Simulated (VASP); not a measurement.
# Mg3ZrN (P4/nmm) in VASP: a series of runs

Mg3ZrN is run at these levels: PBE; tasks: single point.

All numbers are computed with VASP 6.6.1; they aren't measurements. Logs are shortened: lines on timing, memory, paths and dates and some standing lists are left out, and cuts for length are marked.

**1. The cell of the first run**

It takes space group P4/nmm (No. 129, tetragonal). The conventional cell has a = 3.235 Å, b = 3.235 Å, c = 17.703 Å, α = 90.00°, β = 90.00°, γ = 90.00°. Within 3.0 Å of Mg (site symmetry 4mm) lie 1 N at 2.28 Å. Within 4.6 Å of Mg (site symmetry 4mm) lie 18 Mg at 3.17 to 4.57 Å. Within 4.1 Å of Mg (site symmetry 4mm) lie 12 Mg at 3.13 to 3.23 Å. Zr (site symmetry 4mm) has 5 N at 2.23 to 2.29 Å within 3.0 Å. Within 3.0 Å of N (site symmetry 4mm) lie 5 Zr at 2.23 to 2.29 Å and 1 Mg at 2.28 Å.

**2. Single point, PBE**

File INCAR:

```
SYSTEM = Mg3ZrN
PREC = Accurate
ENCUT = 520
EDIFF = 1E-7
ISMEAR = 0
SIGMA = 0.1
LREAL = .FALSE.
LASPH = .TRUE.
NELM = 100
ALGO = Normal
ISIF = 2
LWAVE = .FALSE.
LCHARG = .FALSE.
GGA = PE
NBANDS = 34
```

File KPOINTS:

```
regular mesh
0
G
  10 10 2
  0 0 0
```

File POSCAR:

```
Mg3ZrN
1.0
    3.2346845927      0.0000000000      0.0000000000
    0.0000000000      3.2346845927      0.0000000000
    0.0000000000      0.0000000000     17.7033164729
Mg Zr N
6 2 2
Direct
    0.5000000000      0.0000000000      0.8076751203
    0.0000000000      0.5000000000      0.1923248797
    0.5000000000      0.0000000000      0.5626839559
    0.0000000000      0.5000000000      0.4373160441
    0.0000000000      0.5000000000      0.6867053026
    0.5000000000      0.0000000000      0.3132946974
    0.0000000000      0.5000000000      0.9375161624
    0.5000000000      0.0000000000      0.0624838376
    0.5000000000      0.0000000000      0.9364294104
    0.0000000000      0.5000000000      0.0635705896
```

Potentials or basis: VASP PAW PBE potentials, release 64 (Mg, Zr_sv, N).

Command:

```console
$ cat potpaw_PBE.64/Mg/POTCAR potpaw_PBE.64/Zr_sv/POTCAR potpaw_PBE.64/N/POTCAR > POTCAR
$ mpirun -np 1 vasp_std > vasp.out
```

OUTCAR:

```text
SYSTEM = Mg3ZrN
   PREC = Accurate
   ENCUT = 520
   EDIFF = 1E-7
   ISMEAR = 0
   LREAL = .FALSE.
   LASPH = .TRUE.
   NELM = 100
   ISIF = 2
   GGA = PE

 ion  position               nearest neighbor table
   1  0.500  0.000  0.808-   9 2.28   5 3.13   5 3.13   5 3.13   5 3.13   7 3.24   7 3.24   7 3.24
                             7 3.24
   2  0.000  0.500  0.192-  10 2.28   6 3.13   6 3.13   6 3.13   6 3.13   8 3.24   8 3.24   8 3.24
                             8 3.24
   3  0.500  0.000  0.563-   5 3.17   5 3.17   5 3.17   5 3.17   4 3.19   4 3.19   4 3.19   4 3.19

   4  0.000  0.500  0.437-   6 3.17   6 3.17   6 3.17   6 3.17   3 3.19   3 3.19   3 3.19   3 3.19

   5  0.000  0.500  0.687-   1 3.13   1 3.13   1 3.13   1 3.13   3 3.17   3 3.17   3 3.17   3 3.17

   6  0.500  0.000  0.313-   2 3.13   2 3.13   2 3.13   2 3.13   4 3.17   4 3.17   4 3.17   4 3.17

   7  0.000  0.500  0.938-  10 2.23   9 2.29   9 2.29   9 2.29   9 2.29   8 3.18   8 3.18   8 3.18
                             8 3.18   1 3.24   1 3.24   1 3.24   1 3.24
   8  0.500  0.000  0.062-   9 2.23  10 2.29  10 2.29  10 2.29  10 2.29   7 3.18   7 3.18   7 3.18
                             7 3.18   2 3.24   2 3.24   2 3.24   2 3.24
   9  0.500  0.000  0.936-   8 2.23   1 2.28   7 2.29   7 2.29   7 2.29   7 2.29
  10  0.000  0.500  0.064-   7 2.23   2 2.28   8 2.29   8 2.29   8 2.29   8 2.29

  LATTYP: Found a simple tetragonal cell.
 ALAT       =     3.2346845927
 C/A-ratio  =     5.4729652816

  Lattice vectors:

 A1 = (   3.2346845927,   0.0000000000,   0.0000000000)
 A2 = (   0.0000000000,   3.2346845927,   0.0000000000)
 A3 = (   0.0000000000,   0.0000000000,  17.7033164729)

Analysis of symmetry for initial positions (statically):
=====================================================================
 Subroutine PRICEL returns:
 Original cell was already a primitive cell.

 Routine SETGRP: Setting up the symmetry group for a
 simple tetragonal supercell.

 Subroutine GETGRP returns: Found 16 space group operations
 (whereof  8 operations were pure point group operations)
 out of a pool of 16 trial point group operations.

The static configuration has the point symmetry D_2d.
 The point group associated with its full space group is D_4h.

Analysis of symmetry for dynamics (positions and initial velocities):
=====================================================================
 Subroutine PRICEL returns:
 Original cell was already a primitive cell.

 Routine SETGRP: Setting up the symmetry group for a
 simple tetragonal supercell.

 Subroutine GETGRP returns: Found 16 space group operations
 (whereof  8 operations were pure point group operations)
 out of a pool of 16 trial point group operations.

The dynamic configuration has the point symmetry D_2d.
 The point group associated with its full space group is D_4h.

 Subroutine INISYM returns: Found 16 space group operations
 (whereof  8 operations are pure point group operations),
 and found     1 'primitive' translations

----------------------------------------------------------------------------------------

                                     Primitive cell

  volume of cell :     185.2331

  direct lattice vectors                    reciprocal lattice vectors
     3.234684593  0.000000000  0.000000000     0.309149152  0.000000000  0.000000000
     0.000000000  3.234684593  0.000000000     0.000000000  0.309149152  0.000000000
     0.000000000  0.000000000 17.703316473     0.000000000  0.000000000  0.056486591

  length of vectors
     3.234684593  3.234684593 17.703316473     0.309149152  0.309149152  0.056486591

  position of ions in fractional coordinates (direct lattice)
     0.500000000  0.000000000  0.807675120
     0.000000000  0.500000000  0.192324880
     0.500000000  0.000000000  0.562683956
     0.000000000  0.500000000  0.437316044
     0.000000000  0.500000000  0.686705303
     0.500000000  0.000000000  0.313294697
     0.000000000  0.500000000  0.937516162
     0.500000000  0.000000000  0.062483838
     0.500000000  0.000000000  0.936429410
     0.000000000  0.500000000  0.063570590

  ion indices of the primitive-cell ions
   primitive index   ion index
                 1           1
                 2           2
                 3           3
                 4           4
                 5           5
                 6           6
                 7           7
                 8           8
                 9           9
                10          10

----------------------------------------------------------------------------------------

 KPOINTS: regular mesh

Automatic generation of k-mesh.
 Grid dimensions read from file:
 generate k-points for:   10   10    2

 Generating k-lattice:

  Cartesian coordinates                     Fractional coordinates (reciprocal lattice)
     0.030914915  0.000000000  0.000000000     0.100000000  0.000000000  0.000000000
     0.000000000  0.030914915  0.000000000     0.000000000  0.100000000  0.000000000
     0.000000000  0.000000000  0.028243296     0.000000000  0.000000000  0.500000000

  Length of vectors
     0.030914915  0.030914915  0.028243296

  Shift w.r.t. Gamma in fractional coordinates (k-lattice)
     0.000000000  0.000000000  0.000000000

 Subroutine IBZKPT returns following result:
 ===========================================

 Found     42 irreducible k-points:

 Following reciprocal coordinates:
            Coordinates               Weight
  0.000000  0.000000  0.000000      1.000000
  0.100000  0.000000  0.000000      4.000000
  0.200000  0.000000  0.000000      4.000000
  0.300000  0.000000  0.000000      4.000000
  0.400000  0.000000  0.000000      4.000000
  0.500000  0.000000  0.000000      2.000000
[... 16 lines left out ...]
  0.100000  0.000000  0.500000      4.000000
  0.200000  0.000000  0.500000      4.000000
 [... further k-points ...]
   k-points           NKPTS =     42   k-points in BZ     NKDIM =     42   number of bands    NBANDS=     34
   number of dos      NEDOS =    301   number of ions     NIONS =     10
   total plane-waves  NPLWV =  80640
   dimension x,y,z NGX =    24 NGY =   24 NGZ =  140
   dimension x,y,z NGXF=    48 NGYF=   48 NGZF=  280
   ions per type =               6   2   2
   NGX,Y,Z   is equivalent  to a cutoff of  12.33, 12.33, 13.15 a.u.
   NGXF,Y,Z  is equivalent  to a cutoff of  24.67, 24.67, 26.29 a.u.
 SYSTEM =  Mg3ZrN
   PREC   = accura    normal or accurate (medium, high low for compatibility)
   ISTART =      0    job   : 0-new  1-cont  2-samecut
   ICHARG =      2    charge: 1-file 2-atom 10-const
   ISPIN  =      1    spin polarized calculation?
   LNONCOLLINEAR =      F non collinear calculations
   LSORBIT =      F    spin-orbit coupling
   LASPH  =      T    aspherical Exc in radial PAW
   ENCUT  =  520.0 eV  38.22 Ry    6.18 a.u.   6.01  6.01 32.92*2*pi/ulx,y,z
   NELM   =    100;   NELMIN=  2; NELMDL= -5     # of ELM steps
   EDIFF  = 0.1E-06   stopping-criterion for ELM
   LREAL  =      F    real-space projection
   EDIFFG = 0.1E-05   stopping-criterion for IOM
   NSW    =      0    number of steps for IOM
   IBRION =     -1    ionic relax: 0-MD 1-quasi-New 2-CG
   NFREE  =      0    steps in history (QN), initial steepest desc. (CG)
   ISIF   =      2    stress and relaxation
   ISYM   =      2    0-nonsym 1-usesym 2-fastsym
   POTIM  = 0.5000    time-step for ionic-motion
   TEBEG  =    0.0;   TEEND  =   0.0 temperature during run
   PSTRESS=    0.0 pullay stress
   NELECT =      46.0000    total number of electrons
   NUPDOWN=      -1.0000    fix difference up-down
   EMIN   =  10.00;   EMAX   =-10.00  energy-range for DOS
   EFERMI =   0.00;   METHOD = LEGACY
   ISMEAR =     0;   SIGMA  =   0.10  broadening in eV -4-tet -1-fermi 0-gaus
   EFERMI_NEDOS =   21; number of points for ismear=-14 and -15
   IALGO  =     38    algorithm
   IMIX   =      4    mixing-type and parameters
     AMIX     =   0.40;   BMIX     =  1.00
     AMIX_MAG =   1.60;   BMIX_MAG =  1.00
  volume/ion in A,a.u.               =      18.52       125.00
  Fermi-wavevector in a.u.,A,eV,Ry     =   1.029014  1.944554 14.406798  1.058870
  Thomas-Fermi vector in A             =   2.163040
   LORBIT       =      0    0 simple, 1 ext, 2 COOP (PROOUT), +10 PAW based schemes
   GGA     = PE    functional components
   LHFCALC =     F    Hartree Fock is set to
   AEXX    =    0.0000 exact exchange contribution
   IVDW    =     0    specifies the selected vdW correction
   LEPSILON=     F    determine dielectric tensor
   LRPA    =     F    only Hartree local field effects (RPA)
 non-spin polarized calculation
 Gauss-broadening in eV      SIGMA  =   0.10
  energy-cutoff  :      520.00
  volume of cell :      185.23
 maximum number of plane-waves:      5044
   NGX = 13   NGY = 13   NGZ = 65

 number of electron      45.9999999 magnetization

 Free energy of the ion-electron system (eV)
  ---------------------------------------------------
  ext. energy  EPLUGINS =         0.00000000
  ---------------------------------------------------
  free energy    TOTEN  =       -48.94827457 eV

  energy without entropy =      -48.92997282  energy(sigma->0) =      -48.93912369

 E-fermi :   5.0849     XC(G=0):  -9.5574

 val. band max:        5.0738469629   @ k =   0.5000   0.5000   0.0000
 cond. band min:       5.1018150706   @ k =   0.5000   0.4000   0.5000
 fundamental gap:      0.0279681077
 Fermi energy:         5.0848678459

 k-point     1 :       0.0000    0.0000    0.0000
  band No.  band energies     occupation
      1     -44.4410      2.00000
      2     -44.3241      2.00000
      3     -22.8326      2.00000
      4     -22.3656      2.00000
      5     -22.3656      2.00000
      6     -22.3074      2.00000
[... 26 lines left out ...]
     33       8.9639      0.00000
     34       9.6570      0.00000

 k-point     2 :       0.1000    0.0000    0.0000
  band No.  band energies     occupation
      1     -44.4335      2.00000
      2     -44.3223      2.00000
      3     -22.8294      2.00000
      4     -22.4828      2.00000
      5     -22.3523      2.00000
      6     -22.2560      2.00000
[... 806 lines left out ...]
 k-point    24 :       0.2000    0.0000    0.5000
  band No.  band energies     occupation
      1     -44.4132      2.00000
      2     -44.3183      2.00000
      3     -22.8380      2.00000
      4     -22.6759      2.00000
      5     -22.3256      2.00000
      6     -22.3158      2.00000
[... 26 lines left out ...]
     33       8.9381      0.00000
     34       9.5217      0.00000

 [... further k-points ...]
[... 5 lines left out ...]
  --------------------------------------------------------------------------------------
  -------------------------------------------------------------------------------------
  Total       -0.0157417     -0.0157417     -0.1107871      0.0000000     -0.0000000      0.0000000
  in kB       -0.1361585     -0.1361585     -0.9582558      0.0000000     -0.0000000      0.0000000
  external PRESSURE =      -0.4101909 kB  Pullay stress =       0.0000000 kB

 VOLUME and BASIS-vectors are now :
 -----------------------------------------------------------------------------
  energy-cutoff  :      520.00
  volume of cell :      185.23
      direct lattice vectors                 reciprocal lattice vectors
     3.234684593  0.000000000  0.000000000     0.309149152  0.000000000  0.000000000
     0.000000000  3.234684593  0.000000000     0.000000000  0.309149152  0.000000000
     0.000000000  0.000000000 17.703316473     0.000000000  0.000000000  0.056486591

 POSITION                                       TOTAL-FORCE (eV/Angst)
 -----------------------------------------------------------------------------------
      1.61734      0.00000     14.29853         0.000000      0.000000      0.004794
      0.00000      1.61734      3.40479         0.000000     -0.000000     -0.004794
      1.61734      0.00000      9.96137         0.000000      0.000000      0.000228
      0.00000      1.61734      7.74194         0.000000     -0.000000     -0.000228
      0.00000      1.61734     12.15696         0.000000     -0.000000      0.001224
      1.61734      0.00000      5.54636         0.000000      0.000000     -0.001224
      0.00000      1.61734     16.59715         0.000000     -0.000000     -0.031185
      1.61734      0.00000      1.10617        -0.000000     -0.000000      0.031185
      1.61734      0.00000     16.57791         0.000000     -0.000000     -0.016929
      0.00000      1.61734      1.12541         0.000000      0.000000      0.016929
 -----------------------------------------------------------------------------------
    total drift:                                0.000000      0.000000      0.000000

  FREE ENERGIE OF THE ION-ELECTRON SYSTEM (eV)
  ---------------------------------------------------
  free  energy   TOTEN  =       -48.9482745680 eV

  energy  without entropy=      -48.9299728171  energy(sigma->0) =      -48.93912369
```

Wall time 7.5 min (1 thread of Intel Xeon Platinum 8488C (Sapphire Rapids), shared host); peak memory 0.41 GiB.

What came out:

```yaml
Free_energy: -48.9483 eV
Pressure: 0.0 GPa
Largest_force: 0.031 eV/Å
Band_gap_on_the_k_mesh: zero (bands 23 and 24 overlap by 1.86 eV)
```

Forces on the atoms (eV/Å):
```
Mg   0.000  0.000  0.005
Mg   0.000  0.000 -0.005
Mg   0.000  0.000  0.000
Mg   0.000  0.000  0.000
Mg   0.000  0.000  0.001
Mg   0.000  0.000 -0.001
Zr   0.000  0.000 -0.031
Zr   0.000  0.000  0.031
N    0.000  0.000 -0.017
N    0.000  0.000  0.017
```

Levels at points of the mesh, in eV from the Fermi level:
```csv
k point,band 21,band 22,band 23,band 24,band 25,band 26
"(0.00, 0.00, 0.00)",-2.86,-2.64,-1.19,0.14,0.35,0.81
"(0.50, 0.00, 0.00)",-2.09,-2.09,-0.55,-0.55,0.39,0.39
"(0.50, 0.50, 0.00)",-0.01,-0.01,0.65,0.65,1.05,1.05
"(0.00, 0.00, 0.50)",-2.86,-1.83,-1.19,-1.02,0.81,0.81
"(0.50, 0.00, 0.50)",-1.95,-1.95,-0.80,-0.80,0.88,0.88
"(0.50, 0.50, 0.50)",0.34,0.34,0.53,0.53,0.70,0.70
```

**3. Single point, PBE (19.08 Å³/atom)**

This run uses another cell than the first one, of 19.08 Å³/atom.

File INCAR:

```
  PREC = Accurate
  ENCUT = 520
  EDIFF = 1E-7
  ISMEAR = 0
  SIGMA = 0.1
  LREAL = F
  LASPH = T
  NELM = 100
  ALGO = Normal
  ISIF = 2
  LWAVE = F
  LCHARG = F
  GGA = PE
  NBANDS = 34
```

File KPOINTS:

```
regular mesh
0
Gamma
  10 10 2
```

File POSCAR:

```
Mg3ZrN
1.0
    3.2362776113      0.0000000000      0.0000000000
    0.0000000000      3.2362776113      0.0000000000
    0.0000000000      0.0000000000     18.2164690425
Mg Zr N
6 2 2
Direct
    0.5000000000      0.0000000000      0.8110132592
    0.0000000000      0.5000000000      0.1889867408
    0.5000000000      0.0000000000      0.5629317718
    0.0000000000      0.5000000000      0.4370682282
    0.0000000000      0.5000000000      0.6881915988
    0.5000000000      0.0000000000      0.3118084012
    0.0000000000      0.5000000000      0.9391008949
    0.5000000000      0.0000000000      0.0608991051
    0.5000000000      0.0000000000      0.9381304715
    0.0000000000      0.5000000000      0.0618695285
```

Potentials or basis: VASP PAW PBE potentials, release 64 (Mg, Zr_sv, N).

Command:

```console
$ cat potpaw_PBE.64/Mg/POTCAR potpaw_PBE.64/Zr_sv/POTCAR potpaw_PBE.64/N/POTCAR > POTCAR
$ mpirun -np 1 vasp_std > vasp.out
```

Wall time 7 min (1 thread of Intel Xeon Platinum 8488C (Sapphire Rapids), shared host); peak memory 0.42 GiB.

Results (log left out):

* Free energy: -48.9213 eV
* Pressure: -1.3 GPa
* Largest force: 0.021 eV/Å
* Band gap on the k mesh: zero (bands 23 and 24 overlap by 2.14 eV)

Forces on the atoms (eV/Å):
```
Mg   0.000  0.000  0.003
Mg   0.000  0.000 -0.003
Mg   0.000  0.000  0.001
Mg   0.000  0.000 -0.001
Mg   0.000  0.000  0.002
Mg   0.000  0.000 -0.002
Zr   0.000  0.000 -0.021
Zr   0.000  0.000  0.021
N    0.000  0.000 -0.015
N    0.000  0.000  0.015
```

Levels at points of the mesh, in eV from the Fermi level:
```csv
k point,band 21,band 22,band 23,band 24,band 25,band 26
"(0.00, 0.00, 0.00)",-2.82,-2.77,-1.17,-0.11,0.06,0.84
"(0.50, 0.00, 0.00)",-2.03,-2.03,-0.61,-0.61,0.29,0.29
"(0.50, 0.50, 0.00)",0.09,0.09,0.77,0.77,1.15,1.15
"(0.00, 0.00, 0.50)",-2.82,-1.99,-1.24,-1.17,0.84,0.84
"(0.50, 0.00, 0.50)",-1.90,-1.90,-0.85,-0.85,0.73,0.73
"(0.50, 0.50, 0.50)",0.45,0.45,0.57,0.57,0.82,0.82
```
